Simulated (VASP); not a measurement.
The system is W.

```xyz
1
Lattice="-1.5823 1.5823 1.5823 1.5823 -1.5823 1.5823 1.5823 1.5823 -1.5823" Properties=species:S:1:pos:R:3 pbc="T T T"
W     0.0000    0.0000    0.0000
```

```yaml
Program: VASP 6.6.1
Task: relaxation of cell and atoms
Functional: PBE
Potentials_or_basis: VASP PAW PBE potentials, release 64 (W_sv)
Cutoff: 600 eV
k_mesh: 10 × 10 × 10
Occupations: fermi-dirac, width 0.02 eV
Spin: no spin polarisation
```

At the start: pressure 6.5 GPa; volume 15.85 Å³/atom.

**Question.** Where does the relaxation end?

**Answer.** Over 4 steps the energy falls by 6.4 meV/atom and the volume is 16.17 Å³/atom (+2.0 %); space group Im-3m (No. 229, to 0.05 Å).

The path:
```
step  energy change (eV)  largest force (eV/Å)  pressure (GPa)  volume (Å³)
   1              0.0000                0.0000            6.49        15.85
   2              0.0687                0.0000          -18.87        17.37
   3             -0.0064                0.0000           -0.19        16.18
   4             -0.0064                0.0000           -0.01        16.17
```

Final structure:
```
W
1.0
    -1.59300    1.59300    1.59300
     1.59300   -1.59300    1.59300
     1.59300    1.59300   -1.59300
W
1
Direct
  0.00000 0.00000 0.00000
```
